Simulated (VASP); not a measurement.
A run of VASP 6.6.1 is set up as follows.

File POSCAR:

```
InSb3
1.0
    4.8063670000      0.0000000000      0.0000000000
    0.0000000000      4.8063670000      0.0000000000
    0.0000000000      0.0000000000      4.8063670000
Sb In
3 1
Direct
    0.5000000000      0.5000000000      0.0000000000
    0.0000000000      0.5000000000      0.5000000000
    0.5000000000      0.0000000000      0.5000000000
    0.0000000000      0.0000000000      0.0000000000
```

File INCAR.step1:

```
SYSTEM = InSb3
PREC = Accurate
ENCUT = 600
ISMEAR = -1
SIGMA = 0.05
LREAL = .False.
LASPH = .True.
NELM = 60
GGA = PE
ALGO = Normal
EDIFF = 1E-4
LWAVE = .True.
LCHARG = .False.
```

The input INCAR.step2:

```
SYSTEM = InSb3
PREC = Accurate
ENCUT = 600
EDIFF = 1E-7
ISMEAR = -1
SIGMA = 0.05
LREAL = .False.
LASPH = .True.
NELM = 60
ALGO = Normal
ISIF = 3
LWAVE = .False.
LCHARG = .False.
METAGGA = R2SCAN
LMIXTAU = .True.
IBRION = 2
NSW = 60
EDIFFG = -0.01
PSTRESS = 50.0
ISTART = 1
```

KPOINTS

```
Automatic mesh
0
Gamma
  6 6 6
  0 0 0
```

Potentials or basis: VASP PAW PBE potentials, release 64 (Sb, In_d).

Launch:

```sh
$ cat potpaw_PBE.64/Sb/POTCAR potpaw_PBE.64/In_d/POTCAR > POTCAR
$ cp INCAR.step1 INCAR
$ mpirun -np 1 vasp_std > vasp.out
$ cp INCAR.step2 INCAR
$ mpirun -np 1 vasp_std > vasp.out
```

(1) Predict the relaxed volume.

(2) Estimate the band gap on the k mesh.

Results:

(1) 25.42 Å³/atom.

(2) zero (bands 14 and 15 overlap by 5.54 eV).

Caveat: the cell is relaxed towards a set pressure, so the run minimises the enthalpy, not the energy; the PAW data sets were made with another functional, which shifts forces and pressure a little; spin-orbit coupling is left out, which moves the levels of the heavy elements.
